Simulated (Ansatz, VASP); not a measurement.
## Two plane-wave programs on Hf

```
Hf
1.0
     3.19873    0.00000    0.00000
    -1.59937    2.77018    0.00000
     0.00000    0.00000    5.05050
Hf
2
Direct
  0.33333 0.66667 0.25000
  0.66667 0.33333 0.75000
```

Alike in both runs: task single point; functional r2SCAN; k mesh 19 × 19 × 10; occupations fermi-dirac, width 0.1 eV; no spin polarisation.

```csv
,VASP,Ansatz
version,VASP 6.6.1,Ansatz 0.2.0
potentials or method,"VASP PAW PBE potentials, release 64 (Hf_pv), cutoff 520 eV","plane waves (500 eV) with PAW, scalar-relativistic"
valence electrons in the cell,20,52
```

```tsv
	VASP	Ansatz	Ansatz less VASP
pressure (GPa)	-0.6	-0.1	+0.57
traceless stress, the component that is largest in VASP (GPa)	-0.12	-0.03	+0.095
```

VASP's potentials were made for PBE, not for r2SCAN. The functional is the same, so the differences come from potentials, cutoffs and numerics. VASP's potentials hold 20 valence electrons a cell and Ansatz's 52, so a difference there can come from the potentials and not from the codes.

Neither program's run includes spin-orbit coupling.
